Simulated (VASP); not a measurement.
# KCl (I4/mmm) in VASP: notebook

KCl is run at these levels: PBE; tasks: single point.

All numbers are computed with VASP 6.6.1; they aren't measurements. Logs are shortened: lines on timing, memory, paths and dates and some standing lists are left out, and cuts for length are marked.

**1. The cell of the first run**

The structure is tetragonal, space group I4/mmm (No. 139). The conventional cell has a = 4.849 Å, b = 4.849 Å, c = 5.349 Å, α = 90.00°, β = 90.00°, γ = 90.00°. Within 3.5 Å of K (site symmetry 4/mmm) lie 6 Cl at 2.67 to 3.43 Å. Cl (site symmetry 4/mmm) has 6 K at 2.67 to 3.43 Å within 3.5 Å.

**2. Single point, PBE**

Contents of INCAR:

```
ALGO = Normal
EDIFF = 1E-7
ENCUT = 520
GGA = PE
ISIF = 2
ISMEAR = 0
LASPH = True
LCHARG = False
LREAL = False
LWAVE = False
NBANDS = 15
NELM = 100
PREC = Accurate
SIGMA = 0.05
```

Contents of KPOINTS:

```
k-points
0
Gamma
  8 8 8
```

Contents of POSCAR:

```
KCl
1.0
    0.0000000000      3.4286189488      2.6743227801
    3.4286189488      0.0000000000      2.6743227801
    3.4286189488      3.4286189488      0.0000000000
K Cl
1 1
Direct
    0.0000000000      0.0000000000      0.0000000000
    0.5000000000      0.5000000000      0.5000000000
```

Potentials or basis: VASP PAW PBE potentials, release 64 (K_sv, Cl).

Command:

```bash
$ cat potpaw_PBE.64/K_sv/POTCAR potpaw_PBE.64/Cl/POTCAR > POTCAR
$ mpirun -np 1 vasp_std > vasp.out
```

OUTCAR:

```text
EDIFF = 1E-7
   ENCUT = 520
   GGA = PE
   ISIF = 2
   ISMEAR = 0
   LASPH = True
   LREAL = False
   NELM = 100
   PREC = Accurate

 ion  position               nearest neighbor table
   1  0.000  0.000  0.000-   2 2.67   2 2.67
   2  0.500  0.500  0.500-   1 2.67   1 2.67

  LATTYP: Found a body centered tetragonal cell.
 ALAT       =     4.8487994176
 C/A-ratio  =     1.1030865787

  Lattice vectors:

 A1 = (   0.0000000000,  -3.4286189488,  -2.6743227801)
 A2 = (   0.0000000000,   3.4286189488,  -2.6743227801)
 A3 = (   3.4286189488,   0.0000000000,   2.6743227801)

Analysis of symmetry for initial positions (statically):
=====================================================================
 Subroutine PRICEL returns:
 Original cell was already a primitive cell.

 Routine SETGRP: Setting up the symmetry group for a
 body centered tetragonal supercell.

 Subroutine GETGRP returns: Found 16 space group operations
 (whereof 16 operations were pure point group operations)
 out of a pool of 16 trial point group operations.

The static configuration has the point symmetry D_4h.

Analysis of symmetry for dynamics (positions and initial velocities):
=====================================================================
 Subroutine PRICEL returns:
 Original cell was already a primitive cell.

 Routine SETGRP: Setting up the symmetry group for a
 body centered tetragonal supercell.

 Subroutine GETGRP returns: Found 16 space group operations
 (whereof 16 operations were pure point group operations)
 out of a pool of 16 trial point group operations.

The dynamic configuration has the point symmetry D_4h.

 Subroutine INISYM returns: Found 16 space group operations
 (whereof 16 operations are pure point group operations),
 and found     1 'primitive' translations

----------------------------------------------------------------------------------------

                                     Primitive cell

  volume of cell :      62.8756

  direct lattice vectors                    reciprocal lattice vectors
     0.000000000  3.428618949  2.674322780    -0.145831312  0.145831312  0.186963221
     3.428618949  0.000000000  2.674322780     0.145831312 -0.145831312  0.186963221
     3.428618949  3.428618949  0.000000000     0.145831312  0.145831312 -0.186963221

  length of vectors
     4.348267497  4.348267497  4.848799418     0.278368082  0.278368082  0.278368082
[... 89 lines left out ...]
   POTIM  = 0.5000    time-step for ionic-motion
   TEBEG  =    0.0;   TEEND  =   0.0 temperature during run
   PSTRESS=    0.0 pullay stress
   NELECT =      16.0000    total number of electrons
   NUPDOWN=      -1.0000    fix difference up-down
   EMIN   =  10.00;   EMAX   =-10.00  energy-range for DOS
   EFERMI =   0.00;   METHOD = LEGACY
   ISMEAR =     0;   SIGMA  =   0.05  broadening in eV -4-tet -1-fermi 0-gaus
   EFERMI_NEDOS =   21; number of points for ismear=-14 and -15
   IALGO  =     38    algorithm
   IMIX   =      4    mixing-type and parameters
     AMIX     =   0.40;   BMIX     =  1.00
     AMIX_MAG =   1.60;   BMIX_MAG =  1.00
  volume/ion in A,a.u.               =      31.44       212.15
  Fermi-wavevector in a.u.,A,eV,Ry     =   1.037419  1.960437 14.643101  1.076238
  Thomas-Fermi vector in A             =   2.171856
   LORBIT       =      0    0 simple, 1 ext, 2 COOP (PROOUT), +10 PAW based schemes
   GGA     = PE    functional components
   LHFCALC =     F    Hartree Fock is set to
   AEXX    =    0.0000 exact exchange contribution
   IVDW    =     0    specifies the selected vdW correction
   LEPSILON=     F    determine dielectric tensor
   LRPA    =     F    only Hartree local field effects (RPA)
 non-spin polarized calculation
 Gauss-broadening in eV      SIGMA  =   0.05
  energy-cutoff  :      520.00
  volume of cell :       62.88
 maximum number of plane-waves:      1714
   NGX = 17   NGY = 17   NGZ = 17

 number of electron      16.0000001 magnetization

 Free energy of the ion-electron system (eV)
  ---------------------------------------------------
  ext. energy  EPLUGINS =         0.00000000
  ---------------------------------------------------
  free energy    TOTEN  =        -6.35361441 eV

  energy without entropy =       -6.35361441  energy(sigma->0) =       -6.35361441

 E-fermi :  -1.2453     XC(G=0):  -7.4179

 val. band max:       -1.5344108751   @ k =   0.0000   0.0000   0.0000
 cond. band min:       3.0522848100   @ k =   0.0000   0.0000   0.0000
 fundamental gap:      4.5866956851
 Fermi energy:        -1.2452666978

 k-point     1 :       0.0000    0.0000    0.0000
  band No.  band energies     occupation
      1     -28.9251      2.00000
      2     -14.0591      2.00000
      3     -12.5500      2.00000
      4     -12.4055      2.00000
      5     -12.4055      2.00000
      6      -1.9518      2.00000
      7      -1.9518      2.00000
      8      -1.5344      2.00000
      9       3.0523      0.00000
     10       6.1616      0.00000
     11       6.1616      0.00000
     12       6.7200      0.00000
     13       7.7252      0.00000
     14       8.5547      0.00000
[... 401 lines left out ...]
      2     -14.3407      2.00000
      3     -12.4569      2.00000
      4     -12.4297      2.00000
      5     -12.1095      2.00000
      6      -2.6144      2.00000
      7      -2.2025      2.00000
      8      -2.0654      2.00000
      9       5.0160      0.00000
     10       6.1910      0.00000
     11       7.6174      0.00000
     12       7.9510      0.00000
     13       8.4849      0.00000
     14       9.8327      0.00000
     15      10.0174      0.00000

 [... further k-points ...]

------------------------ aborting loop because EDIFF is reached ----------------------------------------

  FORCE on cell =-STRESS in cart. coord.  units (eV):
  Direction    XX          YY          ZZ          XY          YZ          ZX
  --------------------------------------------------------------------------------------
  -------------------------------------------------------------------------------------
  Total       -0.3875583     -0.3875583      6.4704215      0.0000000      0.0000000      0.0000000
  in kB       -9.8756425     -9.8756425    164.8773102      0.0000000      0.0000000      0.0000000
  external PRESSURE =      48.3753417 kB  Pullay stress =       0.0000000 kB

 VOLUME and BASIS-vectors are now :
 -----------------------------------------------------------------------------
  energy-cutoff  :      520.00
  volume of cell :       62.88
      direct lattice vectors                 reciprocal lattice vectors
     0.000000000  3.428618949  2.674322780    -0.145831312  0.145831312  0.186963221
     3.428618949  0.000000000  2.674322780     0.145831312 -0.145831312  0.186963221
     3.428618949  3.428618949  0.000000000     0.145831312  0.145831312 -0.186963221

 POSITION                                       TOTAL-FORCE (eV/Angst)
 -----------------------------------------------------------------------------------
      0.00000      0.00000      0.00000         0.000000     -0.000000     -0.000000
      3.42862      3.42862      2.67432         0.000000      0.000000      0.000000
 -----------------------------------------------------------------------------------
    total drift:                                0.000000     -0.000000      0.000000

  FREE ENERGIE OF THE ION-ELECTRON SYSTEM (eV)
  ---------------------------------------------------
  free  energy   TOTEN  =        -6.3536144061 eV

  energy  without entropy=       -6.3536144061  energy(sigma->0) =       -6.35361441
```

OSZICAR:

```text
N       E                     dE             d eps       ncg     rms          rms(c)
DAV:   1     0.104722875962E+03    0.10472E+03   -0.70576E+03  1770   0.951E+02
DAV:   2    -0.403341853087E+00   -0.10513E+03   -0.96630E+02  2372   0.240E+02
DAV:   3    -0.650211300146E+01   -0.60988E+01   -0.60708E+01  2393   0.512E+01
DAV:   4    -0.672242204546E+01   -0.22031E+00   -0.22025E+00  2771   0.884E+00
DAV:   5    -0.672388993491E+01   -0.14679E-02   -0.14679E-02  2443   0.800E-01    0.548E+00
DAV:   6    -0.636290637843E+01    0.36098E+00   -0.53157E-01  2253   0.383E+00    0.414E+00
DAV:   7    -0.633896359685E+01    0.23943E-01   -0.16503E-01  2393   0.232E+00    0.216E+00
DAV:   8    -0.635229275015E+01   -0.13329E-01   -0.23646E-02  2255   0.114E+00    0.270E-01
DAV:   9    -0.635267138076E+01   -0.37863E-03   -0.75421E-04  2498   0.185E-01    0.136E-01
DAV:  10    -0.635358525713E+01   -0.91388E-03   -0.98647E-04  1882   0.195E-01    0.245E-02
DAV:  11    -0.635360685272E+01   -0.21596E-04   -0.33603E-05  2435   0.429E-02    0.674E-03
DAV:  12    -0.635361377101E+01   -0.69183E-05   -0.61822E-06  1959   0.182E-02    0.175E-03
DAV:  13    -0.635361442053E+01   -0.64952E-06   -0.91867E-07  2225   0.647E-03    0.705E-04
DAV:  14    -0.635361440612E+01    0.14410E-07   -0.56466E-08  1879   0.182E-03
   1 F= -.63536144E+01 E0= -.63536144E+01  d E =-.165659E-18
```

Run time: 68 s. Hardware: 1 thread of Intel Xeon 8259CL, shared host; peak memory 0.21 GiB.

What came out:

* Free energy: -6.3536 eV
* Pressure: 4.8 GPa
* Band gap on the k mesh: 4.59 eV

Caveat: the cell stands under pressure. A k mesh can miss the band edges.

**3. Single point, PBE**

This run uses another cell than the first one, of the same volume but with other edges.

Contents of INCAR:

```
PREC     = Accurate       # precision mode
ENCUT    = 520            # plane-wave cutoff, eV
EDIFF    = 1E-6           # SCF threshold, eV
ISMEAR   = 0              # smearing method
SIGMA    = 0.05           # smearing width, eV
LREAL    = False          # projectors in reciprocal space
LASPH    = True           # aspherical terms in the spheres
NELM     = 80             # most SCF steps
ALGO     = Normal         # electronic algorithm
ISIF     = 2              # what is computed and relaxed
LWAVE    = False          # write WAVECAR
LCHARG   = False          # write CHGCAR
GGA      = PE             # functional
NBANDS   = 15             # bands
```

Contents of KPOINTS:

```
Automatic mesh
0
Gamma
  8 8 8
```

Contents of POSCAR:

```
KCl
1.0
    0.0000000000      2.8918092183      3.7593519838
    2.8918092183      0.0000000000      3.7593519838
    2.8918092183      2.8918092183      0.0000000000
K Cl
1 1
Direct
    0.0000000000      0.0000000000      0.0000000000
    0.5000000000      0.5000000000      0.5000000000
```

Potentials or basis: VASP PAW PBE potentials, release 64 (K_sv, Cl).

Command:

```bash
$ cat potpaw_PBE.64/K_sv/POTCAR potpaw_PBE.64/Cl/POTCAR > POTCAR
$ mpirun -np 1 vasp_std > vasp.out
```

It took 79 s on 1 thread of Intel Xeon 8259CL, shared host; peak memory 0.21 GiB.

Results (log left out):

```
Free energy            : -6.5356 eV
Pressure               : 3.8 GPa
Band gap on the k mesh : 4.89 eV
```

Stress tensor (GPa, compression positive):
```
 6.34  0.00  0.00
 0.00  6.34  0.00
 0.00  0.00 -1.40
```

Levels at points of the mesh, in eV from the valence-band top:
```csv
k point,band 6,band 7,band 8,band 9,band 10,band 11
"(0.00, 0.00, 0.00)",-0.22,0.00,0.00,4.89,7.39,9.00
"(0.50, 0.00, 0.00)",-1.24,-0.50,-0.48,7.38,8.20,10.63
"(0.50, 0.50, 0.00)",-0.87,-0.08,-0.08,6.64,8.46,8.69
"(0.50, 0.00, 0.50)",-0.57,-0.37,-0.33,6.50,8.36,9.97
```

Caveat: the cell stands under pressure. A k mesh can miss the band edges.

**4. Single point, PBE**

This run uses another cell than the first one, of the same volume but with other edges.

Contents of INCAR:

```
PREC = Accurate ; ENCUT = 520
EDIFF = 1E-6 ; ISMEAR = 0
SIGMA = 0.05 ; LREAL = F
LASPH = T ; NELM = 80
ALGO = Normal ; ISIF = 2
LWAVE = F ; LCHARG = T
GGA = PE ; LELF = T
LVHAR = T ; NBANDS = 15
```

Contents of KPOINTS:

```
regular mesh
0
Gamma
  8 8 8
```

Contents of POSCAR:

```
KCl
1.0
    0.0000000000      3.2450506472      2.9854465954
    3.2450506472      0.0000000000      2.9854465954
    3.2450506472      3.2450506472      0.0000000000
K Cl
1 1
Direct
    0.0000000000      0.0000000000      0.0000000000
    0.5000000000      0.5000000000      0.5000000000
```

Command:

```bash
$ cat potpaw_PBE.64/K_sv/POTCAR potpaw_PBE.64/Cl/POTCAR > POTCAR
$ mpirun -np 1 vasp_std > vasp.out
```

Wall time 69 s (1 thread of Intel Xeon 8259CL, shared host); peak memory 0.23 GiB.

It converged, with:

```yaml
Free_energy: -6.7690 eV
Pressure: 1.0 GPa
Band_gap_on_the_k_mesh: 5.08 eV
```

Stress tensor (GPa, compression positive):
```
-0.22  0.00  0.00
 0.00 -0.22  0.00
 0.00  0.00  3.45
```

Levels at points of the mesh, in eV from the valence-band top:
```tsv
k point	band 4	band 5	band 6	band 7	band 8	band 9	band 10	band 11	band 12	band 13
(0.00, 0.00, 0.00)	-10.71	-10.71	-0.07	-0.07	0.00	5.08	8.18	8.18	8.70	8.99
(0.50, 0.00, 0.00)	-10.72	-10.43	-1.10	-0.38	-0.37	7.51	8.49	10.41	10.54	10.99
(0.50, 0.50, 0.00)	-10.78	-10.78	-0.59	-0.34	-0.34	6.41	8.37	10.30	10.33	10.63
(0.50, 0.00, 0.50)	-10.78	-10.75	-0.74	-0.23	-0.22	6.55	8.20	9.78	10.18	10.57
```

**5. Single point, PBE**

This run uses another cell than the first one, of the same volume but with other edges.

Contents of INCAR:

```
SYSTEM = KCl
PREC = Accurate ; ENCUT = 520
EDIFF = 1E-6 ; ISMEAR = 0
SIGMA = 0.05 ; LREAL = .False.
LASPH = .True. ; NELM = 80
ALGO = Normal ; ISIF = 2
LWAVE = .False. ; LCHARG = .False.
GGA = PE ; NBANDS = 15
```

Contents of KPOINTS:

```
Automatic mesh
0
Gamma
  8 8 8
  0 0 0
```

Contents of POSCAR:

```
KCl
1.0
    0.0000000000      3.0574065631      3.3631472195
    3.0574065631      0.0000000000      3.3631472195
    3.0574065631      3.0574065631      0.0000000000
K Cl
1 1
Direct
    0.0000000000      0.0000000000      0.0000000000
    0.5000000000      0.5000000000      0.5000000000
```

Command:

```bash
$ cat potpaw_PBE.64/K_sv/POTCAR potpaw_PBE.64/Cl/POTCAR > POTCAR
$ mpirun -np 1 vasp_std > vasp.out
```

Wall time 66 s (1 thread of Intel Xeon 8259CL, shared host); peak memory 0.22 GiB.

The run converged. Its results:

| Quantity | Value |
| --- | --- |
| Free energy | -6.7676 eV |
| Pressure | 1.1 GPa |
| Band gap on the k mesh | 5.11 eV |

Stress tensor (GPa, compression positive):
```
 2.05  0.00  0.00
 0.00  2.05  0.00
 0.00  0.00 -0.94
```

Levels at points of the mesh, in eV from the valence-band top:
| k point | band 6 | band 7 | band 8 | band 9 | band 10 | band 11 |
| --- | --- | --- | --- | --- | --- | --- |
| (0.00, 0.00, 0.00) | -0.06 | 0.00 | 0.00 | 5.11 | 7.99 | 8.58 |
| (0.50, 0.00, 0.00) | -1.07 | -0.35 | -0.35 | 7.53 | 8.50 | 10.46 |
| (0.50, 0.50, 0.00) | -0.74 | -0.17 | -0.17 | 6.61 | 8.27 | 9.58 |
| (0.50, 0.00, 0.50) | -0.62 | -0.28 | -0.26 | 6.50 | 8.31 | 10.17 |

 A k mesh can miss the band edges.

**6. Overview**

```csv
cell,gap on the mesh (eV),pressure (GPa)
"a = 4.348, b = 4.348, c = 4.849 Å, angles 56.1, 56.1, 67.8°, 2 atoms",4.59,4.8
"a = 4.743, b = 4.743, c = 4.090 Å, angles 64.5, 64.5, 51.1°, 2 atoms",4.89,3.8
"a = 4.409, b = 4.409, c = 4.589 Å, angles 58.6, 58.6, 62.7°, 2 atoms",5.08,1.0
"a = 4.545, b = 4.545, c = 4.324 Å, angles 61.6, 61.6, 56.8°, 2 atoms",5.11,1.1
```

Alike in all rows: task single point; level PBE; potentials or basis VASP PAW PBE potentials, release 64 (K_sv, Cl); no spin polarisation; k mesh 8 × 8 × 8; cutoff (eV) 520; smearing gaussian 0.05 eV.

Caveats: the cell stands under pressure (at least some runs).

Absolute energies hang on the potentials; compare differences alone.
